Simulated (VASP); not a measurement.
# TiCo (Pm-3m) in VASP: further runs, part 2 of 2

VASP 6.6.1. The steps go on from the part before.

## 4. Single point, PBEsol, collinear spin, ferromagnetic start

This run uses another cell than the first one, of 13.31 Å³/atom, 0.971 times its volume.

File INCAR:

```
SYSTEM = TiCo
PREC     = Accurate       ! precision mode
ENCUT    = 600            ! plane-wave cutoff, eV
EDIFF    = 1E-6           ! SCF threshold, eV
ISMEAR   = -1             ! smearing method
SIGMA    = 0.05           ! smearing width, eV
LREAL    = .FALSE.        ! projectors in reciprocal space
LASPH    = .TRUE.         ! aspherical terms in the spheres
NELM     = 200            ! most SCF steps
ALGO     = Normal         ! electronic algorithm
ISIF     = 2              ! what is computed and relaxed
LWAVE    = .FALSE.        ! write WAVECAR
LCHARG   = .FALSE.        ! write CHGCAR
ISPIN    = 2              ! spin polarisation
MAGMOM   = 1.46667 0.733333 ! initial moments
LORBIT   = 11             ! projections on sites
NUPDOWN  = 2.2            ! fixed moment
LMAXMIX  = 4              ! l up to which the mixer works
GGA      = PS             ! functional
NBANDS   = 26             ! bands
GGA_COMPAT= .FALSE.
```

File KPOINTS:

```
Automatic mesh
0
G
  8 8 8
  0 0 0
```

File POSCAR:

```
TiCo
1.0
    2.9861109900      0.0000000000      0.0000000000
    0.0000000000      2.9861109900      0.0000000000
    0.0000000000      0.0000000000      2.9861109900
Co Ti
1 1
Direct
    0.5000000000      0.5000000000      0.5000000000
    0.0000000000      0.0000000000      0.0000000000
```

Potentials or basis: VASP PAW PBE potentials, release 64 (Co_sv, Ti_sv).

Started as:

```bash
$ cat potpaw_PBE.64/Co_sv/POTCAR potpaw_PBE.64/Ti_sv/POTCAR > POTCAR
$ mpirun -np 1 vasp_std > vasp.out
```

OUTCAR:

```text
SYSTEM = TiCo
   PREC = Accurate
   ENCUT = 600
   EDIFF = 1E-6
   ISMEAR = -1
   LREAL = .FALSE.
   LASPH = .TRUE.
   NELM = 200
   ISIF = 2
   ISPIN = 2
   LORBIT = 11
   NUPDOWN = 2.2
   GGA = PS

 ion  position               nearest neighbor table
   1  0.500  0.500  0.500-   2 2.59   2 2.59   2 2.59   2 2.59   2 2.59   2 2.59   2 2.59   2 2.59

   2  0.000  0.000  0.000-   1 2.59   1 2.59   1 2.59   1 2.59   1 2.59   1 2.59   1 2.59   1 2.59

  LATTYP: Found a simple cubic cell.
 ALAT       =     2.9861109900

  Lattice vectors:

 A1 = (   2.9861109900,   0.0000000000,   0.0000000000)
 A2 = (   0.0000000000,   2.9861109900,   0.0000000000)
 A3 = (   0.0000000000,   0.0000000000,   2.9861109900)

Analysis of symmetry for initial positions (statically):
=====================================================================
 Subroutine PRICEL returns:
 Original cell was already a primitive cell.

 Routine SETGRP: Setting up the symmetry group for a
 simple cubic supercell.

 Subroutine GETGRP returns: Found 48 space group operations
 (whereof 48 operations were pure point group operations)
 out of a pool of 48 trial point group operations.

The static configuration has the point symmetry O_h .
[... 887 lines left out ...]
      2     -47.0717      1.00000
      3     -47.0717      1.00000
      4     -47.0717      1.00000
      5     -45.8096      1.00000
      6     -22.0219      1.00000
[... 685 lines left out ...]
     25      26.8307      0.00000
     26      30.6574      0.00000

 [... further k-points ...]
[... 5 lines left out ...]
  --------------------------------------------------------------------------------------
  -------------------------------------------------------------------------------------
  Total       -0.4437010     -0.4437010     -0.4437010      0.0000000      0.0000000      0.0000000
  in kB      -26.6982710    -26.6982710    -26.6982710      0.0000000      0.0000000      0.0000000
  external PRESSURE =     -26.6982710 kB  Pullay stress =       0.0000000 kB

 VOLUME and BASIS-vectors are now :
 -----------------------------------------------------------------------------
  energy-cutoff  :      600.00
  volume of cell :       26.63
      direct lattice vectors                 reciprocal lattice vectors
     2.986110990  0.000000000  0.000000000     0.334883735  0.000000000  0.000000000
     0.000000000  2.986110990  0.000000000     0.000000000  0.334883735  0.000000000
     0.000000000  0.000000000  2.986110990     0.000000000  0.000000000  0.334883735

 POSITION                                       TOTAL-FORCE (eV/Angst)
 -----------------------------------------------------------------------------------
      1.49306      1.49306      1.49306         0.000000      0.000000      0.000000
      0.00000      0.00000      0.00000         0.000000      0.000000      0.000000
 -----------------------------------------------------------------------------------
    total drift:                                0.000000      0.000000     -0.000000

  FREE ENERGIE OF THE ION-ELECTRON SYSTEM (eV)
  ---------------------------------------------------
  free  energy   TOTEN  =       -16.3244268757 eV

  energy  without entropy=      -16.2902250977  energy(sigma->0) =      -16.30732599

 total charge

# of ion       s       p       d       tot
------------------------------------------
    1        2.277   6.101   6.710  15.087
    2        2.244   6.168   1.930  10.342
--------------------------------------------------
tot          4.521  12.268   8.639  25.429

 magnetization (x)

# of ion       s       p       d       tot
------------------------------------------
    1        0.023   0.032   1.381   1.437
    2        0.005   0.033   0.440   0.479
--------------------------------------------------
tot          0.029   0.066   1.821   1.916
```

OSZICAR:

```text
N       E                     dE             d eps       ncg     rms          rms(c)
DAV:   1     0.436708348039E+03    0.43671E+03   -0.16523E+04  4574   0.256E+03
DAV:   2     0.146184647466E+02   -0.42209E+03   -0.39958E+03  4874   0.697E+02
DAV:   3    -0.176135556050E+02   -0.32232E+02   -0.31452E+02  5164   0.183E+02
DAV:   4    -0.188080384601E+02   -0.11945E+01   -0.11852E+01  5098   0.295E+01
DAV:   5    -0.188569339846E+02   -0.48896E-01   -0.48882E-01  4686   0.590E+00    0.177E+01
DAV:   6    -0.202148828300E+02   -0.13579E+01   -0.32088E+01  4336   0.914E+01    0.298E+01
DAV:   7    -0.164231842866E+02    0.37917E+01   -0.20629E+01  4512   0.592E+01    0.685E+00
DAV:   8    -0.163251604088E+02    0.98024E-01   -0.92951E-01  5336   0.103E+01    0.217E+00
DAV:   9    -0.163260268020E+02   -0.86639E-03   -0.14767E-01  5578   0.420E+00    0.185E+00
DAV:  10    -0.163228245468E+02    0.32023E-02   -0.39456E-02  5156   0.197E+00    0.794E-01
DAV:  11    -0.163243804913E+02   -0.15559E-02   -0.30683E-03  4252   0.639E-01    0.157E-01
DAV:  12    -0.163243810691E+02   -0.57775E-06   -0.30242E-04  5380   0.153E-01    0.758E-02
DAV:  13    -0.163244264908E+02   -0.45422E-04   -0.75987E-05  4702   0.758E-02    0.240E-02
DAV:  14    -0.163244276136E+02   -0.11227E-05   -0.16821E-05  4812   0.491E-02    0.122E-02
DAV:  15    -0.163244268757E+02    0.73786E-06   -0.23518E-06  3910   0.181E-02
   1 F= -.16324427E+02 E0= -.16307326E+02  d E =-.342018E-01  mag=     2.2000
```

stdout:

```text
POSCAR found type information on POSCAR CoTi
 POSCAR found :  2 types and       2 ions
 scaLAPACK will be used
 -----------------------------------------------------------------------------
|                                                                             |
|                                                                             |
|     You enforced a specific xc type in the INCAR file but a different       |
|     I HOPE YOU KNOW WHAT YOU ARE DOING!                                     |
|                                                                             |
 -----------------------------------------------------------------------------

 LDA part: xc-table for (Slater+PW92), standard interpolation
 POSCAR, INCAR and KPOINTS ok, starting setup
 FFT: planning ... GRIDC
 FFT: planning ... GRID_SOFT
 FFT: planning ... GRID
 WAVECAR not read
 entering main loop
```

It took 28 s on 1 thread of AMD EPYC 9R45 (Zen 5), shared host; peak memory 0.15 GiB.

Results:

```yaml
Free_energy: -16.3244 eV
Pressure: -2.7 GPa
Net_moment: 2.20 μB per cell
Site_moments: Co +1.44; Ti +0.48 μB
Valence_electrons_inside_the_program's_atomic_spheres: Co 15.09; Ti 10.34
```

Caveat: the PAW data sets were made with another functional, which shifts forces and pressure a little; the total moment is fixed, so each spin has its own Fermi level.

## 5. Single point, PBEsol, collinear spin, ferromagnetic start

This run uses another cell than the first one, of 13.31 Å³/atom, 0.971 times its volume.

File INCAR:

```
PREC = Accurate
ENCUT = 600
EDIFF = 1E-6
ISMEAR = -1
SIGMA = 0.05
LREAL = F
LASPH = T
NELM = 200
ALGO = Normal
ISIF = 2
LWAVE = F
LCHARG = T
ISPIN = 2
MAGMOM = 2 1
LORBIT = 11
NUPDOWN = 3.0
LMAXMIX = 4
GGA = PS
LELF = T
LVHAR = T
NBANDS = 26
GGA_COMPAT = F
```

File KPOINTS:

```
Automatic mesh
0
Gamma
  8 8 8
```

POSCAR is that of step 4.

Started as:

```bash
$ cat potpaw_PBE.64/Co_sv/POTCAR potpaw_PBE.64/Ti_sv/POTCAR > POTCAR
$ mpirun -np 1 vasp_std > vasp.out
```

It took 27 s on 1 thread of Intel Xeon 6975P-C (Granite Rapids), shared host; peak memory 0.17 GiB.

It converged, with:

| Property | Result |
| --- | --- |
| Free energy | -15.7384 eV |
| Pressure | 3.4 GPa |
| Net moment | 3.00 μB per cell |
| Site moments | Co +1.75; Ti +0.78 μB |
| Valence electrons inside the program's atomic spheres | Co 15.07; Ti 10.38 |

Caveat: the PAW data sets were made with another functional, which shifts forces and pressure a little; the total moment is fixed, so each spin has its own Fermi level.

## 6. Overview

```tsv
task	level	potentials or basis	fixed moment (μB)	cell	k mesh	cutoff (eV)	second run	gap on the mesh (eV)	pressure (GPa)	moment (μB)
single point	BLYP	VASP PAW PBE potentials, release 64 (Co, Ti_sv)	-	a = 3.016 Å, 2 atoms	9 × 9 × 9	520	-	none	-0.2	0.80
relaxation of cell and atoms	BLYP	VASP PAW PBE potentials, release 64 (Co, Ti_sv)	-	relaxed from a = 2.986 Å, 2 atoms	9 × 9 × 9	600	-	none	-0.1	0.80
single point	PBEsol	VASP PAW PBE potentials, release 64 (Co_sv, Ti_sv)	2.2	a = 2.986 Å, 2 atoms	8 × 8 × 8	600	valence_matched	-	-2.7	2.20
single point	PBEsol	VASP PAW PBE potentials, release 64 (Co_sv, Ti_sv)	3.0	a = 2.986 Å, 2 atoms	8 × 8 × 8	600	valence_matched	-	3.4	3.00
```

Alike in all rows: spin collinear, ferromagnetic start; smearing fermi-dirac 0.05 eV.

Caveats: the PAW data sets were made with another functional, which shifts forces and pressure a little; the total moment is fixed, so each spin has its own Fermi level (some runs).

Total energies depend on the potentials used, so only differences within one code and one set of settings carry meaning.
